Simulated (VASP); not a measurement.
Set up this calculation in VASP 6.6.1, as the native input.

```
Task                   : single point
Functional             : PBE
Potentials or basis    : VASP PAW PBE potentials, release 64 (Mg, S)
Cutoff                 : 520 eV
k mesh                 : 8 × 8 × 8
Occupations            : gaussian, width 0.05 eV
Spin                   : no spin polarisation
Dipole correction      : no
Further INCAR settings : ALGO = Normal; EDIFF = 1e-06; NBANDS = 11
```

The structure of MgS lies in POSCAR:

```
MgS
1.0
    0.0000000000      2.6016500000      2.6016500000
    2.6016500000      0.0000000000      2.6016500000
    2.6016500000      2.6016500000      0.0000000000
Mg S
1 1
Direct
    0.0000000000      0.0000000000     -0.0135895832
    0.5000000000      0.5000000000      0.5000000000
```

This cell differs from its parent crystal: all Mg atoms moved -0.050 Å, as atom 1 along Cartesian [1 1 0].

These files were run (other wordings do the same):

INCAR

```
SYSTEM = MgS
ALGO = Normal ; EDIFF = 1E-6
ENCUT = 520 ; GGA = PE
ISIF = 2 ; ISMEAR = 0
LASPH = .TRUE. ; LCHARG = .FALSE.
LREAL = .FALSE. ; LWAVE = .FALSE.
NBANDS = 11 ; NELM = 60
PREC = Accurate ; SIGMA = 0.05
```

KPOINTS

```
k-points
0
G
  8 8 8
  0 0 0
```

Potentials or basis: VASP PAW PBE potentials, release 64 (Mg, S).

The run is started by

```sh
$ cat potpaw_PBE.64/Mg/POTCAR potpaw_PBE.64/S/POTCAR > POTCAR
$ mpirun -np 1 vasp_std > vasp.out
```

It gave:

The pressure is 0.9 GPa, the largest force is 0.140 eV/Å and the band gap on the k mesh is 2.78 eV, indirect (least direct gap 3.71 eV).

Caveat: the cell differs from its parent crystal (all Mg atoms moved -0.050 Å, as atom 1 along Cartesian [1 1 0]).

Run time: 46 s on 1 thread of Intel Xeon 8259CL, on a shared host, peak memory 0.18 GiB.
